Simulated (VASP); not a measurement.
# MgO (Cm) in VASP: further runs

Runs on MgO. Level: LDA. Tasks: single point.

All numbers are computed with VASP 6.6.1; they aren't measurements. Logs are shortened: lines on timing, memory, paths and dates and some standing lists are left out, and cuts for length are marked.

## Step 1: The cell of the first run

It takes space group Cm (No. 8, monoclinic). The conventional cell has a = 5.884 Å, b = 5.884 Å, c = 4.161 Å, α = 90.00°, β = 90.00°, γ = 90.00°. Within 2.3 Å of Mg (site symmetry m) lie 4 O at 1.75 to 2.25 Å. Mg (site symmetry m) has 6 O at 2.08 Å and 1 Mg at 2.42 Å within 2.8 Å. Mg (site symmetry 1) has 6 O at 2.08 Å and 2 Mg at 2.64 to 2.80 Å within 2.8 Å. Within 2.3 Å of O (site symmetry 1) lie 5 Mg at 1.75 to 2.08 Å. O (site symmetry m) has 6 Mg at 2.04 to 2.25 Å within 2.7 Å. Within 2.8 Å of O (site symmetry m) lie 6 Mg at 2.08 Å.

## Step 2: Single point, LDA (atom 1 (Mg) moved by -0.520 Å along [1 1 0] and -0.104 Å along [0 0 1])

INCAR

```
SYSTEM = MgO
PREC = Accurate
ENCUT = 840
EDIFF = 1E-6
ISMEAR = 0
SIGMA = 0.05
LREAL = .False.
LASPH = .True.
NELM = 120
ALGO = Normal
ISIF = 2
LWAVE = .False.
LCHARG = .True.
LELF = .True.
LVHAR = .True.
NBANDS = 42
GGA_COMPAT = .False.
```

KPOINTS

```
Automatic mesh
0
Gamma
  6 6 6
  0 0 0
```

POSCAR

```
MgO
1.0
    4.1607146133      0.0000000000      0.0000000000
    0.0000000000     -4.1607146133      0.0000000000
    0.0000000000      0.0000000000     -4.1607146133
Mg O
4 4
Direct
   -0.0883731667      1.0883731667      1.0249957062
    0.5000000000      0.5000000000      1.0000000000
    0.5000000000      1.0000000000      0.5000000000
    0.0000000000      0.5000000000      0.5000000000
    0.5000000000      0.0000000000      0.0000000000
    0.0000000000      0.5000000000      0.0000000000
    0.0000000000      0.0000000000      0.5000000000
    0.5000000000      0.5000000000      0.5000000000
```

Potentials or basis: VASP PAW LDA potentials, release 64 (Mg_sv, O).

Command:

```
$ cat potpaw_LDA.64/Mg_sv/POTCAR potpaw_LDA.64/O/POTCAR > POTCAR
$ mpirun -np 1 vasp_std > vasp.out
```

OUTCAR:

```text
SYSTEM = MgO
   PREC = Accurate
   ENCUT = 840
   EDIFF = 1E-6
   ISMEAR = 0
   LREAL = .False.
   LASPH = .True.
   NELM = 120
   ISIF = 2

 ion  position               nearest neighbor table
   1  0.912  0.088  0.025-   5 1.75   6 1.75   7 2.04
   2  0.500  0.500  0.000-   5 2.08   6 2.08   8 2.08   8 2.08   5 2.08   6 2.08
   3  0.500  0.000  0.500-   5 2.08   7 2.08   8 2.08   5 2.08   8 2.08   7 2.08
   4  0.000  0.500  0.500-   6 2.08   7 2.08   8 2.08   6 2.08   7 2.08   8 2.08
   5  0.500  0.000  0.000-   1 1.75   2 2.08   3 2.08   3 2.08   2 2.08
   6  0.000  0.500  0.000-   1 1.75   2 2.08   4 2.08   4 2.08   2 2.08
   7  0.000  0.000  0.500-   1 2.04   3 2.08   4 2.08   4 2.08   3 2.08
   8  0.500  0.500  0.500-   2 2.08   3 2.08   4 2.08   2 2.08   3 2.08   4 2.08

  LATTYP: Found a simple cubic cell.
 ALAT       =     4.1607146133

  Lattice vectors:

 A1 = (   4.1607146133,   0.0000000000,   0.0000000000)
 A2 = (   0.0000000000,  -4.1607146133,   0.0000000000)
 A3 = (   0.0000000000,   0.0000000000,  -4.1607146133)

Analysis of symmetry for initial positions (statically):
=====================================================================
 Subroutine PRICEL returns:
 Original cell was already a primitive cell.

 Routine SETGRP: Setting up the symmetry group for a
 simple cubic supercell.

 Subroutine GETGRP returns: Found  2 space group operations
 (whereof  2 operations were pure point group operations)
 out of a pool of 48 trial point group operations.

The static configuration has the point symmetry C_1h.

Analysis of symmetry for dynamics (positions and initial velocities):
=====================================================================
 Subroutine PRICEL returns:
 Original cell was already a primitive cell.

 Routine SETGRP: Setting up the symmetry group for a
 simple cubic supercell.

 Subroutine GETGRP returns: Found  2 space group operations
 (whereof  2 operations were pure point group operations)
 out of a pool of 48 trial point group operations.

The dynamic configuration has the point symmetry C_1h.

 Subroutine INISYM returns: Found  2 space group operations
 (whereof  2 operations are pure point group operations),
 and found     1 'primitive' translations

----------------------------------------------------------------------------------------

                                     Primitive cell

  volume of cell :      72.0284

  direct lattice vectors                    reciprocal lattice vectors
     4.160714613  0.000000000  0.000000000     0.240343329  0.000000000  0.000000000
     0.000000000 -4.160714613  0.000000000     0.000000000 -0.240343329  0.000000000
     0.000000000  0.000000000 -4.160714613     0.000000000  0.000000000 -0.240343329

  length of vectors
     4.160714613  4.160714613  4.160714613     0.240343329  0.240343329  0.240343329

  position of ions in fractional coordinates (direct lattice)
     0.911626833  0.088373167  0.024995706
     0.500000000  0.500000000  0.000000000
     0.500000000  0.000000000  0.500000000
     0.000000000  0.500000000  0.500000000
     0.500000000  0.000000000  0.000000000
     0.000000000  0.500000000  0.000000000
     0.000000000  0.000000000  0.500000000
     0.500000000  0.500000000  0.500000000

  ion indices of the primitive-cell ions
   primitive index   ion index
                 1           1
                 2           2
                 3           3
                 4           4
                 5           5
                 6           6
                 7           7
                 8           8

----------------------------------------------------------------------------------------

 KPOINTS: Automatic mesh

Automatic generation of k-mesh.
 Grid dimensions read from file:
 generate k-points for:    6    6    6

 Generating k-lattice:

  Cartesian coordinates                     Fractional coordinates (reciprocal lattice)
     0.040057221  0.000000000  0.000000000     0.166666667  0.000000000  0.000000000
     0.000000000 -0.040057221  0.000000000     0.000000000  0.166666667  0.000000000
     0.000000000  0.000000000 -0.040057221     0.000000000  0.000000000  0.166666667

  Length of vectors
     0.040057221  0.040057221  0.040057221

  Shift w.r.t. Gamma in fractional coordinates (k-lattice)
     0.000000000  0.000000000  0.000000000

 Subroutine IBZKPT returns following result:
 ===========================================

 Found     68 irreducible k-points:

 Following reciprocal coordinates:
            Coordinates               Weight
  0.000000  0.000000  0.000000      1.000000
  0.166667  0.000000  0.000000      4.000000
  0.000000  0.000000  0.166667      2.000000
  0.333333  0.000000  0.000000      4.000000
  0.000000  0.000000  0.333333      2.000000
  0.500000  0.000000  0.000000      2.000000
[... 16 lines left out ...]
  0.333333  0.000000  0.333333      4.000000
 -0.333333  0.333333  0.000000      2.000000
 [... further k-points ...]
   k-points           NKPTS =     68   k-points in BZ     NKDIM =     68   number of bands    NBANDS=     42
   number of dos      NEDOS =    301   number of ions     NIONS =      8
   total plane-waves  NPLWV =  64000
   dimension x,y,z NGX =    40 NGY =   40 NGZ =   40
   dimension x,y,z NGXF=    80 NGYF=   80 NGZF=   80
   ions per type =               4   4
   NGX,Y,Z   is equivalent  to a cutoff of  15.98, 15.98, 15.98 a.u.
   NGXF,Y,Z  is equivalent  to a cutoff of  31.96, 31.96, 31.96 a.u.
 SYSTEM =  MgO
   PREC   = accura    normal or accurate (medium, high low for compatibility)
   ISTART =      0    job   : 0-new  1-cont  2-samecut
   ICHARG =      2    charge: 1-file 2-atom 10-const
   ISPIN  =      1    spin polarized calculation?
   LNONCOLLINEAR =      F non collinear calculations
   LSORBIT =      F    spin-orbit coupling
   LASPH  =      T    aspherical Exc in radial PAW
   ENCUT  =  840.0 eV  61.74 Ry    7.86 a.u.   9.83  9.83  9.83*2*pi/ulx,y,z
   NELM   =    120;   NELMIN=  2; NELMDL= -5     # of ELM steps
   EDIFF  = 0.1E-05   stopping-criterion for ELM
   LREAL  =      F    real-space projection
   EDIFFG = 0.1E-04   stopping-criterion for IOM
   NSW    =      0    number of steps for IOM
   IBRION =     -1    ionic relax: 0-MD 1-quasi-New 2-CG
   NFREE  =      0    steps in history (QN), initial steepest desc. (CG)
   ISIF   =      2    stress and relaxation
   ISYM   =      2    0-nonsym 1-usesym 2-fastsym
   POTIM  = 0.5000    time-step for ionic-motion
   TEBEG  =    0.0;   TEEND  =   0.0 temperature during run
   PSTRESS=    0.0 pullay stress
   NELECT =      64.0000    total number of electrons
   NUPDOWN=      -1.0000    fix difference up-down
   EMIN   =  10.00;   EMAX   =-10.00  energy-range for DOS
   EFERMI =   0.00;   METHOD = LEGACY
   ISMEAR =     0;   SIGMA  =   0.05  broadening in eV -4-tet -1-fermi 0-gaus
   EFERMI_NEDOS =   21; number of points for ismear=-14 and -15
   IALGO  =     38    algorithm
   IMIX   =      4    mixing-type and parameters
     AMIX     =   0.40;   BMIX     =  1.00
     AMIX_MAG =   1.60;   BMIX_MAG =  1.00
  volume/ion in A,a.u.               =       9.00        60.76
  Fermi-wavevector in a.u.,A,eV,Ry     =   1.573863  2.974170 33.702235  2.477044
  Thomas-Fermi vector in A             =   2.675083
   LORBIT       =      0    0 simple, 1 ext, 2 COOP (PROOUT), +10 PAW based schemes
   GGA     = CA    functional components
   LHFCALC =     F    Hartree Fock is set to
   AEXX    =    0.0000 exact exchange contribution
   IVDW    =     0    specifies the selected vdW correction
   LEPSILON=     F    determine dielectric tensor
   LRPA    =     F    only Hartree local field effects (RPA)
 non-spin polarized calculation
 Gauss-broadening in eV      SIGMA  =   0.05
  energy-cutoff  :      840.00
  volume of cell :       72.03
 maximum number of plane-waves:      4012
   NGX = 19   NGY = 19   NGZ = 19

 number of electron      63.9999993 magnetization

 Free energy of the ion-electron system (eV)
  ---------------------------------------------------
  ext. energy  EPLUGINS =         0.00000000
  ---------------------------------------------------
  free energy    TOTEN  =       -51.24354619 eV

  energy without entropy =      -51.24354619  energy(sigma->0) =      -51.24354619

 E-fermi :   3.0469     XC(G=0): -12.0924

 val. band max:        2.8196635893   @ k =   0.0000   0.0000   0.0000
 cond. band min:       7.7627605726   @ k =   0.0000   0.0000   0.0000
 fundamental gap:      4.9430969833
 Fermi energy:         3.0469133844

 k-point     1 :       0.0000    0.0000    0.0000
  band No.  band energies     occupation
      1     -68.6111      2.00000
      2     -68.4414      2.00000
      3     -68.4337      2.00000
      4     -68.1753      2.00000
      5     -36.1641      2.00000
      6     -36.1180      2.00000
[... 34 lines left out ...]
     41      16.0953      0.00000
     42      16.1688      0.00000

 k-point     2 :       0.1667    0.0000    0.0000
  band No.  band energies     occupation
      1     -68.6112      2.00000
      2     -68.4409      2.00000
      3     -68.4344      2.00000
      4     -68.1754      2.00000
      5     -36.1639      2.00000
      6     -36.1171      2.00000
[... 34 lines left out ...]
     41      16.0122      0.00000
     42      16.1310      0.00000

 k-point     3 :       0.0000    0.0000    0.1667
  band No.  band energies     occupation
      1     -68.6112      2.00000
      2     -68.4414      2.00000
      3     -68.4338      2.00000
      4     -68.1755      2.00000
      5     -36.1633      2.00000
      6     -36.1171      2.00000
[... 897 lines left out ...]
      4     -68.1758      2.00000
      5     -36.1639      2.00000
      6     -36.1179      2.00000
[... 34 lines left out ...]
     41      15.3976      0.00000
     42      16.0924      0.00000

 k-point    24 :      -0.3333    0.3333    0.0000
  band No.  band energies     occupation
      1     -68.6111      2.00000
      2     -68.4387      2.00000
      3     -68.4369      2.00000
      4     -68.1757      2.00000
      5     -36.1645      2.00000
      6     -36.1127      2.00000
[... 34 lines left out ...]
     41      15.4858      0.00000
     42      15.9994      0.00000

 [... further k-points ...]

------------------------ aborting loop because EDIFF is reached ----------------------------------------

  FORCE on cell =-STRESS in cart. coord.  units (eV):
  Direction    XX          YY          ZZ          XY          YZ          ZX
  --------------------------------------------------------------------------------------
  -------------------------------------------------------------------------------------
  Total        6.1333227      6.1333227      0.8227288     -1.1611371     -0.1871793     -0.1871794
  in kB      136.4277167    136.4277167     18.3005219    -25.8279726     -4.1635579     -4.1635597
  external PRESSURE =      97.0519851 kB  Pullay stress =       0.0000000 kB

 VOLUME and BASIS-vectors are now :
 -----------------------------------------------------------------------------
  energy-cutoff  :      840.00
  volume of cell :       72.03
      direct lattice vectors                 reciprocal lattice vectors
     4.160714613  0.000000000  0.000000000     0.240343329  0.000000000  0.000000000
     0.000000000 -4.160714613  0.000000000     0.000000000 -0.240343329  0.000000000
     0.000000000  0.000000000 -4.160714613     0.000000000  0.000000000 -0.240343329

 POSITION                                       TOTAL-FORCE (eV/Angst)
 -----------------------------------------------------------------------------------
      3.79302     -0.36770     -0.10400         4.941541      4.941541      0.605277
      2.08036     -2.08036      0.00000        -1.360690     -1.360690      0.137576
      2.08036      0.00000     -2.08036        -0.964483      0.359312     -0.352132
      0.00000     -2.08036     -2.08036         0.359312     -0.964483     -0.352132
      2.08036      0.00000      0.00000        -2.531190     -0.026592      0.005413
      0.00000     -2.08036      0.00000        -0.026592     -2.531190      0.005413
      0.00000      0.00000     -2.08036        -0.561902     -0.561902     -0.104607
      2.08036     -2.08036     -2.08036         0.144004      0.144004      0.055192
 -----------------------------------------------------------------------------------
    total drift:                               -0.000035     -0.000035     -0.000281

  FREE ENERGIE OF THE ION-ELECTRON SYSTEM (eV)
  ---------------------------------------------------
  free  energy   TOTEN  =       -51.2435461884 eV

  energy  without entropy=      -51.2435461884  energy(sigma->0) =      -51.24354619
```

Wall time 3 min (1 thread of Intel Xeon 6975P-C (Granite Rapids), shared host); peak memory 0.4 GiB.

What came out:

```yaml
Free_energy: -51.2435 eV
Pressure: 9.7 GPa
Largest_force: 7.015 eV/Å
Band_gap_on_the_k_mesh: 4.94 eV
```

Forces in eV/Å, atoms in the order of the input:
```
Mg   4.942  4.942  0.605
Mg  -1.361 -1.361  0.138
Mg  -0.964  0.359 -0.352
Mg   0.359 -0.964 -0.352
O   -2.531 -0.027  0.005
O   -0.027 -2.531  0.005
O   -0.562 -0.562 -0.105
O    0.144  0.144  0.055
```

Caveat: the cell differs from its parent crystal (atom 1 (Mg) moved by -0.520 Å along [1 1 0] and -0.104 Å along [0 0 1]); the stress differs along the axes, from 2 to 14 GPa; forces of over 1 eV/Å act on the atoms, so gaps and moduli don't describe the material at rest.

## Step 3: Single point, LDA (atom 1 (Mg) moved by -0.416 Å along [1 1 0] and -0.104 Å along [0 0 1])

INCAR

```
ALGO = Normal
EDIFF = 1E-6
ENCUT = 840
GGA_COMPAT = F
ISIF = 2
ISMEAR = 0
LASPH = T
LCHARG = F
LREAL = F
LWAVE = F
NBANDS = 42
NELM = 120
PREC = Accurate
SIGMA = 0.05
```

KPOINTS

```
k-points
0
Gamma
  6 6 6
```

POSCAR: that of step 2 with these lines changed.

```diff
@@ -8,3 +8,3 @@
 Direct
-   -0.0883731667      1.0883731667      1.0249957062
+   -0.0706985334      1.0706985334      1.0249957062
     0.5000000000      0.5000000000      1.0000000000
```

Potentials or basis: VASP PAW LDA potentials, release 64 (Mg_sv, O).

Command:

```
$ cat potpaw_LDA.64/Mg_sv/POTCAR potpaw_LDA.64/O/POTCAR > POTCAR
$ mpirun -np 1 vasp_std > vasp.out
```

Run time: 4.7 min. Hardware: 1 thread of Intel Xeon Platinum 8259CL at 2.50GHz (Skylake/Cascade Lake), shared host; peak memory 0.4 GiB.

Results (log left out):

| Item | Value |
| --- | --- |
| Free energy | -51.8758 eV |
| Pressure | 6.5 GPa |
| Largest force | 5.270 eV/Å |
| Band gap on the k mesh | 4.98 eV |

Forces in eV/Å, atoms in the order of the input:
```
Mg   3.682  3.682  0.811
Mg  -0.980 -0.980  0.116
Mg  -0.791  0.274 -0.329
Mg   0.274 -0.791 -0.329
O   -1.661 -0.191 -0.060
O   -0.191 -1.661 -0.060
O   -0.439 -0.439 -0.195
O    0.106  0.106  0.045
```

Stress tensor (GPa, compression positive):
```
 8.88 -1.20 -0.26
-1.20  8.88 -0.26
-0.26 -0.26  1.66
```

Levels at points of the mesh, in eV from the valence-band top:
```
           k point  band 29  band 30  band 31  band 32  band 33  band 34  band 35  band 36
(0.00, 0.00, 0.00)    -1.36    -0.07    -0.05     0.00     4.98     8.74     8.96     9.08
(0.50, 0.00, 0.00)    -0.87    -0.86    -0.75    -0.69     8.07     8.40    10.46    11.19
(0.00, 0.00, 0.50)    -0.90    -0.78    -0.75    -0.75     8.25     8.35    10.57    10.87
(0.50, 0.50, 0.00)    -0.88    -0.72    -0.69    -0.55     9.24     9.61     9.67     9.94
(0.00, 0.50, 0.50)    -0.81    -0.79    -0.73    -0.52     9.37     9.52     9.74     9.86
(0.50, 0.50, 0.50)    -0.71    -0.67    -0.55    -0.50     7.77     7.96     7.98     8.08
```

Caveat: the cell differs from its parent crystal (atom 1 (Mg) moved by -0.416 Å along [1 1 0] and -0.104 Å along [0 0 1]); the stress differs along the axes, from 2 to 9 GPa; forces of over 1 eV/Å act on the atoms, so gaps and moduli don't describe the material at rest.
